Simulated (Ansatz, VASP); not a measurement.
One calculation of Sr, two programs

The input INCAR:

```
PREC = Accurate
ENCUT = 520
EDIFF = 1E-6
ISMEAR = 0
SIGMA = 0.2
LREAL = False
LASPH = True
NELM = 80
ALGO = Fast
ISIF = 2
LWAVE = False
LCHARG = False
GGA = PE
NBANDS = 50
```

KPOINTS

```
regular mesh
0
Gamma
  4 4 4
```

POSCAR

```
Sr
1.0
    8.5084657894      0.0000000000      0.0000000000
    0.0000000000      8.5084657894      0.0000000000
   -4.2542328947     -4.2542328947      6.0403577800
Sr
8
Direct
    0.2500000000      0.2500000000      0.5000000000
    0.2500000000      0.2500000000      0.0000000000
    0.7500000000      0.2500000000      1.0000000000
    0.7500000000      0.2500000000      0.5000000000
    0.2500000000      0.7500000000      1.0000000000
    0.2500000000      0.7500000000      0.5000000000
    0.7500000000      0.7500000000      0.5000000000
    0.7500000000      0.7500000000      0.0000000000
```

Input for Ansatz:

```yaml
crystal:
  lattice:
    - [8.5084657894, 0.0, 0.0]
    - [0.0, 8.5084657894, 0.0]
    - [-4.2542328947, -4.2542328947, 6.04035778]
  atoms:
    - { symbol: Sr, position: [0.25, 0.25, 0.5] }
    - { symbol: Sr, position: [0.25, 0.25, 0.0] }
    - { symbol: Sr, position: [0.75, 0.25, 1.0] }
    - { symbol: Sr, position: [0.75, 0.25, 0.5] }
    - { symbol: Sr, position: [0.25, 0.75, 1.0] }
    - { symbol: Sr, position: [0.25, 0.75, 0.5] }
    - { symbol: Sr, position: [0.75, 0.75, 0.5] }
    - { symbol: Sr, position: [0.75, 0.75, 0.0] }
basis:
  ecutwfc: 420
kpoints:
  mp_grid: { grid: [4, 4, 4] }
hamiltonian:
  xc: pbe
scf:
  occupations: { method: gaussian, width: 0.2 }
  lower_state_search: "off"
output:
  forces: true
  stress: true
  eigenvalues: true
```

Alike in both runs: task single point; functional PBE; k mesh 4 × 4 × 4; occupations gaussian, width 0.2 eV; no spin polarisation.

|  | VASP | Ansatz |
| --- | --- | --- |
| version | VASP 6.6.1 | Ansatz 0.2.0 |
| potentials or method | VASP PAW PBE potentials, release 64 (Sr_sv), cutoff 520 eV | scalar-relativistic, plane waves, PAW |
| valence electrons in the cell | 80 | 80 |

|  | VASP | Ansatz | Ansatz less VASP |
| --- | --- | --- | --- |
| gap on the k mesh at the Fermi level (eV) | none | none | - |
| pressure (GPa) | 0.1 | 0.1 | 0.00 |

A gap of «none» marks a metal or a gap that the smearing closes.
